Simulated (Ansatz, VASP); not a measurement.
MnO2: VASP beside Ansatz

Contents of INCAR:

```
PREC     = Accurate       # precision mode
ENCUT    = 520            # plane-wave cutoff, eV
EDIFF    = 1E-6           # SCF threshold, eV
ISMEAR   = -1             # smearing method
SIGMA    = 0.05           # smearing width, eV
LREAL    = False          # projectors in reciprocal space
LASPH    = True           # aspherical terms in the spheres
NELM     = 150            # most SCF steps
ALGO     = Normal         # electronic algorithm
ISIF     = 2              # what is computed and relaxed
LWAVE    = False          # write WAVECAR
LCHARG   = False          # write CHGCAR
ISPIN    = 2              # spin polarisation
MAGMOM   = 4 0 0          # initial moments
LORBIT   = 11             # projections on sites
LMAXMIX  = 4              # l up to which the mixer works
GGA      = PS             # functional
NBANDS   = 24             # bands
```

KPOINTS

```
Automatic mesh
0
Gamma
  11 11 6
```

Contents of POSCAR:

```
MnO2
1.0
    2.8565781804      0.0000000000      0.0000000000
   -1.4282890902      2.4738692722      0.0000000000
    0.0000000000      0.0000000000      4.6013740589
Mn O
1 2
Direct
    0.0000000000      0.0000000000      0.5000000000
    0.3333333333      0.6666666667      0.7062925700
    0.6666666667      0.3333333333      0.2937074300
```

input.yaml

```yaml
crystal:
  lattice:
    - [2.8565781804, 0.0, 0.0]
    - [-1.4282890902, 2.4738692722, 0.0]
    - [0.0, 0.0, 4.6013740589]
  atoms:
    - { symbol: Mn, position: [0.0, 0.0, 0.5], spin: 4.0 }
    - { symbol: O, position: [0.3333333333, 0.6666666667, 0.70629257] }
    - { symbol: O, position: [0.6666666667, 0.3333333333, 0.29370743] }
hamiltonian:
  xc: pbesol
  pseudopotentials: { kind: paw }
magnetization:
  spin_polarized: true
kpoints:
  mp_grid: { grid: [11, 11, 6] }
  band_path:
    path:
      - [[0.0, 0.0, 0.0], [0.5, 0.0, 0.0], [0.3333333333, 0.3333333333, 0.0], [0.0, 0.0, 0.0], [0.0, 0.0, 0.5], [0.5, 0.0, 0.5], [0.3333333333, 0.3333333333, 0.5], [0.0, 0.0, 0.5]]
      - [[0.5, 0.0, 0.5], [0.5, 0.0, 0.0]]
      - [[0.3333333333, 0.3333333333, 0.0], [0.3333333333, 0.3333333333, 0.5]]
    npoints: 14
scf:
  occupations: { method: fermi_dirac, width: 0.05 }
  n_extra_bands: 7
output:
  forces: true
  stress: true
  eigenvalues: true
  fatbands: false
  write_density: true
  write_potential: true
  elf: true
  volumetric_format: npy
```

Alike in both runs: functional PBEsol; k mesh 11 × 11 × 6; occupations fermi-dirac, width 0.05 eV; collinear spin.

|  | VASP | Ansatz |
| --- | --- | --- |
| version | VASP 6.6.1 | Ansatz 0.2.0 |
| potentials or method | VASP PAW PBE potentials, release 64 (Mn_pv, O) | Ansatz PAW |
| plane-wave cutoff (eV) | 520 | 420 |
| valence electrons in the cell | 25 | 27 |
| task | single point | band structure |

```csv
,VASP,Ansatz,Ansatz less VASP
gap on the k mesh at the Fermi level (eV),0.70,0.73,+0.034
least direct gap on the mesh (eV),0.75,0.79,+0.035
pressure (GPa),-1.3,-2.2,-0.87
"traceless stress, the component that is largest in VASP (GPa)",1.15,1.58,+0.426
rms of the force components (eV/Å),0.038,0.077,+0.0387
net moment per atom (μB),1.00,1.00,0.000
size of the moment on the site where the two differ most (μB),2.84,2.49,-0.347
```

VASP's potentials were made for PBE, not for PBEsol. Site moments also hang on the region over which each program counts them. Atom by atom the forces differ by 0.039 eV/Å (rms over components). With one functional, cell and mesh, what is left measures potentials, basis and numerics. VASP's potentials hold 25 valence electrons a cell and Ansatz's 27, so a difference there can come from the potentials and not from the codes.
